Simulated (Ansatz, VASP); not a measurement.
**Two plane-wave programs on LiMo16**

```
CELL_PARAMETERS angstrom
6.30000 0.00000 0.00000
0.00000 6.30000 0.00000
0.00000 0.00000 6.30000
ATOMIC_POSITIONS crystal
Mo 0.00040 0.99271 0.99992
Mo 0.50042 0.99271 0.00288
Mo 0.00042 0.49270 0.00283
Mo 0.00040 0.99273 0.50015
Mo 0.24252 0.23488 0.25008
Mo 0.50038 0.49279 0.93627
Mo 0.50042 0.99269 0.49729
Mo 0.75832 0.23485 0.25007
Mo 0.00042 0.49270 0.49734
Mo 0.24259 0.75052 0.25006
Mo 0.23875 0.23101 0.75009
Mo 0.50039 0.49271 0.56345
Mo 0.75826 0.75057 0.25007
Mo 0.76206 0.23105 0.75010
Mo 0.23869 0.75446 0.75006
Mo 0.76211 0.75439 0.75008
Li 0.50047 0.49264 0.24980
```

Alike in both runs: functional PBEsol; k mesh 3 × 3 × 3; occupations gaussian, width 0.05 eV; no spin polarisation.

Ansatz relaxed the structure, and its values are those at the end. VASP's run is a single point on that final structure, the one shown.

|  | VASP | Ansatz |
| --- | --- | --- |
| version | VASP 6.6.1 | Ansatz 0.2.0 |
| potentials or method | VASP PAW PBE potentials, release 64 (Mo_sv, Li_sv), cutoff 520 eV | scalar-relativistic, plane waves, PAW |
| valence electrons in the cell | 227 | 227 |

VASP gave:

```
rms of the force components (eV/Å) : 0.013
```

Task: Estimate Ansatz's values.

Result: rms of the force components (eV/Å): 0.003.

VASP's potentials were made for PBE, not for PBEsol. The functional is the same, so the differences come from potentials, cutoffs and numerics.

Noted on VASP's run: the cutoff is under 1.25 times that of the potentials, so the pressure is a little rough.
